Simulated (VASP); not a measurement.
# Mg (P-1) in VASP: further runs, part 2 of 2

VASP 6.6.1. Earlier steps stand in the parts before.

### Step 3. Electric field gradients, LDA (equal xy, yz and zx shear strains of +1 %)

INCAR

```
PREC = Accurate ; ENCUT = 520
EDIFF = 1E-8 ; ISMEAR = -1
SIGMA = 0.05 ; LREAL = F
LASPH = T ; NELM = 80
ALGO = Normal ; ISIF = 2
LWAVE = F ; LCHARG = F
LEFG = T ; NBANDS = 9
```

KPOINTS

```
regular mesh
0
Gamma
  12 12 7
```

POSCAR

```
Mg
1.0
    3.2092715325      0.0160463577      0.0160463577
   -1.5907392128      2.7712874960      0.0058733745
    0.0260516500      0.0260516500      5.2103300000
Mg
2
Direct
    0.3333333333      0.6666666667      0.2500000000
    0.6666666667      0.3333333333      0.7500000000
```

Potentials or basis: VASP PAW LDA potentials, release 64 (Mg).

On the command line:

```console
> cat potpaw_LDA.64/Mg/POTCAR > POTCAR
> mpirun -np 1 vasp_std > vasp.out
```

OUTCAR:

```text
PREC = Accurate
   ENCUT = 520
   EDIFF = 1E-8
   ISMEAR = -1
   LREAL = F
   LASPH = T
   NELM = 80
   ISIF = 2

 ion  position               nearest neighbor table
   1  0.333  0.667  0.250-   2 3.18   2 3.18   2 3.19   2 3.20   2 3.21   2 3.22
   2  0.667  0.333  0.750-   1 3.18   1 3.18   1 3.19   1 3.20   1 3.21   1 3.22

  LATTYP: Found a triclinic cell.
 ALAT       =     3.2232526051
 B/A-ratio  =     0.9913558883
 C/A-ratio  =     1.6165224681
 COS(alpha) =     0.0036852528
 COS(beta)  =     0.0136346634
 COS(gamma) =     0.5000188431

  Lattice vectors:

 A1 = (   1.6185323197,   2.7873338537,   0.0219197322)
 A2 = (  -1.5907392128,   2.7712874960,   0.0058733745)
 A3 = (   0.0260516500,   0.0260516500,   5.2103300000)

Analysis of symmetry for initial positions (statically):
=====================================================================
 Subroutine PRICEL returns:
 Original cell was already a primitive cell.

 Routine SETGRP: Setting up the symmetry group for a
[... 479 lines left out ...]
     3.209271532  0.016046358  0.016046358     0.310717623  0.178359362 -0.002445385
    -1.590739213  2.771287496  0.005873375    -0.001790146  0.359819348 -0.001790146
     0.026051650  0.026051650  5.210330000    -0.000954905 -0.000954905  0.191935972

 POSITION                                       TOTAL-FORCE (eV/Angst)
 -----------------------------------------------------------------------------------
      0.01578      1.85939      1.31185        -0.005266      0.000104      0.000364
      1.62881      0.95400      3.92040         0.005266     -0.000104     -0.000364
 -----------------------------------------------------------------------------------
    total drift:                                0.000000     -0.000000     -0.000000

  FREE ENERGIE OF THE ION-ELECTRON SYSTEM (eV)
  ---------------------------------------------------
  free  energy   TOTEN  =        -3.5894619702 eV

  energy  without entropy=       -3.5814675229  energy(sigma->0) =       -3.58546475

 Electric field gradients (V/A^2)
---------------------------------------------------------------------
 ion       V_xx      V_yy      V_zz      V_xy      V_xz      V_yz
---------------------------------------------------------------------
   1      -0.567    -0.584     1.151     0.215     0.294     0.292
   2      -0.567    -0.584     1.151     0.215     0.294     0.292
---------------------------------------------------------------------

 Electric field gradients after diagonalization (V/A^2)
 (convention: |V_zz| > |V_xx| > |V_yy|)
----------------------------------------------------------------------
 ion       V_xx      V_yy      V_zz     asymmetry (V_yy - V_xx)/ V_zz
----------------------------------------------------------------------
   1      -0.791    -0.466     1.257       0.258
   2      -0.791    -0.466     1.257       0.258
----------------------------------------------------------------------

           NMR quadrupolar parameters

 Cq : quadrupolar parameter    Cq=e*Q*V_zz/h
 eta: asymmetry parameters     (V_yy - V_xx)/ V_zz
 Q  : nuclear electric quadrupole moment in mb (millibarn)
----------------------------------------------------------------------
 ion       Cq(MHz)       eta       Q (mb)
----------------------------------------------------------------------
   1       0.003       0.258       1.000
   2       0.003       0.258       1.000
----------------------------------------------------------------------
```

stdout:

```text
POSCAR found type information on POSCAR Mg
 POSCAR found :  1 types and       2 ions
 scaLAPACK will be used
 LDA part: xc-table for (Slater(with rela. corr.)+CA(PZ))
 , standard interpolation
 POSCAR, INCAR and KPOINTS ok, starting setup
 FFT: planning ... GRIDC
 FFT: planning ... GRID_SOFT
 FFT: planning ... GRID
 WAVECAR not read
 entering main loop
ion   1
     0.0000337    -0.0158951    -0.0127614    -0.0169249    -0.0129697    -0.0006177
     0.0000464    -0.0158951    -0.0127614    -0.0169249    -0.0129697    -0.0006177
     0.0000638    -0.0158951    -0.0127614    -0.0169249    -0.0129697    -0.0006177
     0.0000879    -0.0158951    -0.0127614    -0.0169249    -0.0129697    -0.0006177

     0.0000337    -0.2081129    -0.2768338    -0.8961474    -0.2777003    -0.0077265
     0.0000464    -0.2081128    -0.2768336    -0.8961469    -0.2777002    -0.0077265
     0.0000638    -0.2081126    -0.2768333    -0.8961459    -0.2776999    -0.0077265
     0.0000879    -0.2081122    -0.2768328    -0.8961442    -0.2776993    -0.0077265

ion   2
     0.0000337    -0.0158951    -0.0127614    -0.0169249    -0.0129697    -0.0006177
     0.0000464    -0.0158951    -0.0127614    -0.0169249    -0.0129697    -0.0006177
     0.0000638    -0.0158951    -0.0127614    -0.0169249    -0.0129697    -0.0006177
     0.0000879    -0.0158951    -0.0127614    -0.0169249    -0.0129697    -0.0006177

     0.0000337    -0.2081129    -0.2768338    -0.8961474    -0.2777003    -0.0077265
     0.0000464    -0.2081128    -0.2768336    -0.8961469    -0.2777002    -0.0077265
     0.0000638    -0.2081126    -0.2768333    -0.8961459    -0.2776999    -0.0077265
     0.0000879    -0.2081122    -0.2768328    -0.8961442    -0.2776993    -0.0077265
```

Wall time 36 s (1 thread of Intel Xeon 6975P-C (Granite Rapids), shared host); peak memory 0.3 GiB.

What came out:

| Item | Value |
| --- | --- |
| Free energy | -3.5895 eV |
| Pressure | -2.8 GPa |
| Largest force | 0.005 eV/Å |
| Band gap on the k mesh | zero (bands 2 and 3 overlap by 2.29 eV) |
| Largest electric field gradient by atom | Mg +1.3 V/Å² |

Forces on the atoms (eV/Å):
```
Mg  -0.005  0.000  0.000
Mg   0.005  0.000  0.000
```

Levels at points of the mesh, in eV from the Fermi level:
```csv
k point,band 1,band 2,band 3,band 4,band 5,band 6
"(0.00, 0.00, 0.00)",-6.82,-1.58,-1.23,10.77,10.80,10.98
"(0.50, 0.00, 0.00)",-2.13,-2.08,2.61,3.06,3.25,3.66
"(0.00, 0.50, 0.00)",-2.09,-2.04,2.67,3.10,3.27,3.69
"(0.50, 0.50, 0.00)",-2.04,-2.01,2.73,3.14,3.29,3.72
```

Electric field gradients, principal values (V/Å²):
```
atom   least  middle  greatest (by size)
1 Mg  -0.466  -0.791               1.257
2 Mg  -0.466  -0.791               1.257
```

Caveat: the cell differs from its parent crystal (equal xy, yz and zx shear strains of +1 %); without QUAD_EFG the Cq values of the log hold for a quadrupole moment of 1 mb, not for the nuclei.

### Step 4. Electric field gradients, LDA (equal xy, yz and zx shear strains of +2 %)

INCAR

```
  PREC = Accurate
  ENCUT = 520
  EDIFF = 1E-8
  ISMEAR = -1
  SIGMA = 0.05
  LREAL = F
  LASPH = T
  NELM = 60
  ALGO = Normal
  ISIF = 2
  LWAVE = F
  LCHARG = F
  LEFG = T
  NBANDS = 9
```

KPOINTS

```
Automatic mesh
0
Gamma
  12 12 7
```

POSCAR

```
Mg
1.0
    3.2092715325      0.0320927153      0.0320927153
   -1.5768426594      2.7632643171      0.0117467491
    0.0521033000      0.0521033000      5.2103300000
Mg
2
Direct
    0.3333333333      0.6666666667      0.2500000000
    0.6666666667      0.3333333333      0.7500000000
```

Potentials or basis: VASP PAW LDA potentials, release 64 (Mg).

On the command line:

```console
> cat potpaw_LDA.64/Mg/POTCAR > POTCAR
> mpirun -np 1 vasp_std > vasp.out
```

OUTCAR:

```text
PREC = Accurate
   ENCUT = 520
   EDIFF = 1E-8
   ISMEAR = -1
   LREAL = F
   LASPH = T
   NELM = 60
   ISIF = 2

 ion  position               nearest neighbor table
   1  0.333  0.667  0.250-   2 3.16   2 3.17   2 3.18   2 3.20   2 3.23   2 3.25
   2  0.667  0.333  0.750-   1 3.16   1 3.17   1 3.18   1 3.20   1 3.23   1 3.25

  LATTYP: Found a triclinic cell.
 ALAT       =     3.2374012515
 B/A-ratio  =     0.9827452114
 C/A-ratio  =     1.6095783631
 COS(alpha) =     0.0074204947
 COS(beta)  =     0.0272158148
 COS(gamma) =     0.5000757388

  Lattice vectors:

 A1 = (   1.6324288731,   2.7953570324,   0.0438394644)
 A2 = (  -1.5768426594,   2.7632643171,   0.0117467491)
 A3 = (   0.0521033000,   0.0521033000,   5.2103300000)

Analysis of symmetry for initial positions (statically):
=====================================================================
 Subroutine PRICEL returns:
 Original cell was already a primitive cell.

 Routine SETGRP: Setting up the symmetry group for a
[... 479 lines left out ...]
     3.209271532  0.032092715  0.032092715     0.309877359  0.176850622 -0.004867280
    -1.576842659  2.763264317  0.011746749    -0.003563096  0.359872708 -0.003563096
     0.052103300  0.052103300  5.210330000    -0.001900638 -0.001900638  0.191964436

 POSITION                                       TOTAL-FORCE (eV/Angst)
 -----------------------------------------------------------------------------------
      0.03155      1.86590      1.32111        -0.008663      0.000488      0.002163
      1.65298      0.98156      3.93306         0.008663     -0.000488     -0.002163
 -----------------------------------------------------------------------------------
    total drift:                                0.000000     -0.000000     -0.000000

  FREE ENERGIE OF THE ION-ELECTRON SYSTEM (eV)
  ---------------------------------------------------
  free  energy   TOTEN  =        -3.5879520285 eV

  energy  without entropy=       -3.5803237419  energy(sigma->0) =       -3.58413789

 Electric field gradients (V/A^2)
---------------------------------------------------------------------
 ion       V_xx      V_yy      V_zz      V_xy      V_xz      V_yz
---------------------------------------------------------------------
   1      -0.443    -0.498     0.941     0.460     0.584     0.564
   2      -0.443    -0.498     0.941     0.460     0.584     0.564
---------------------------------------------------------------------

 Electric field gradients after diagonalization (V/A^2)
 (convention: |V_zz| > |V_xx| > |V_yy|)
----------------------------------------------------------------------
 ion       V_xx      V_yy      V_zz     asymmetry (V_yy - V_xx)/ V_zz
----------------------------------------------------------------------
   1      -0.932    -0.475     1.407       0.325
   2      -0.932    -0.475     1.407       0.325
----------------------------------------------------------------------

           NMR quadrupolar parameters

 Cq : quadrupolar parameter    Cq=e*Q*V_zz/h
 eta: asymmetry parameters     (V_yy - V_xx)/ V_zz
 Q  : nuclear electric quadrupole moment in mb (millibarn)
----------------------------------------------------------------------
 ion       Cq(MHz)       eta       Q (mb)
----------------------------------------------------------------------
   1       0.003       0.325       1.000
   2       0.003       0.325       1.000
----------------------------------------------------------------------
```

Wall time 35 s (1 thread of Intel Xeon 6975P-C (Granite Rapids), shared host); peak memory 0.3 GiB.

What came out:

| Property | Result |
| --- | --- |
| Free energy | -3.5880 eV |
| Pressure | -2.8 GPa |
| Largest force | 0.009 eV/Å |
| Band gap on the k mesh | zero (bands 2 and 3 overlap by 2.29 eV) |
| Largest electric field gradient by atom | Mg +1.4 V/Å² |

Forces in eV/Å, atoms in the order of the input:
```
Mg  -0.009  0.000  0.002
Mg   0.009  0.000 -0.002
```

Stress tensor (GPa, compression positive):
```
-2.57 -0.16 -0.34
-0.16 -2.57 -0.31
-0.34 -0.31 -3.21
```

Electric field gradients, principal values (V/Å²):
```csv
atom,least,middle,greatest (by size)
1 Mg,-0.475,-0.932,1.407
2 Mg,-0.475,-0.932,1.407
```

Caveat: the cell differs from its parent crystal (equal xy, yz and zx shear strains of +2 %); without QUAD_EFG the Cq values of the log hold for a quadrupole moment of 1 mb, not for the nuclei.

### Step 5. The runs side by side

```csv
cell,gap on the mesh (eV),pressure (GPa),largest force (eV/Å)
"a = 3.210, b = 3.237, c = 5.211 Å, angles 90.4, 91.1, 120.9°, 2 atoms",none,-2.8,0.02
"a = 3.209, b = 3.195, c = 5.210 Å, angles 89.8, 89.4, 119.6°, 2 atoms",none,-2.8,0.01
"a = 3.210, b = 3.182, c = 5.211 Å, angles 89.6, 88.8, 119.1°, 2 atoms",none,-2.8,0.01
```

Alike in all rows: task electric field gradients; level LDA; potentials or basis VASP PAW LDA potentials, release 64 (Mg); no spin polarisation; k mesh 12 × 12 × 7; cutoff (eV) 520; smearing fermi-dirac 0.05 eV.

Absolute energies hang on the potentials; compare differences alone.
